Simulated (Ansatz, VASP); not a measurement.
Two plane-wave programs on ZnH3

```
CELL_PARAMETERS angstrom
2.93934 0.00000 0.00000
0.00000 2.93934 0.00000
0.00000 0.00000 2.93934
ATOMIC_POSITIONS crystal
Zn 0.00000 0.00000 0.00000
H 0.00000 0.50000 0.50000
H 0.50000 0.00000 0.50000
H 0.50000 0.50000 0.00000
```

Alike in both runs: functional PBE; k mesh 6 × 6 × 6; occupations gaussian, width 0.1 eV; no spin polarisation.

Ansatz relaxed the structure, and its values are those at the end. VASP's run is a single point on that final structure, the one shown.

```csv
,VASP,Ansatz
version,VASP 6.6.1,Ansatz 0.2.0
potentials or method,"VASP PAW PBE potentials, release 64 (Zn, H), cutoff 520 eV","scalar-relativistic, plane waves, PAW"
valence electrons in the cell,15,15
```

VASP gave:

- gap on the k mesh at the Fermi level (eV): none
- pressure (GPa): -0.2

Question: Estimate Ansatz's values.

Answer: gap on the k mesh at the Fermi level (eV): none; pressure (GPa): -0.1.

A gap of «none» marks a metal or a gap that the smearing closes.
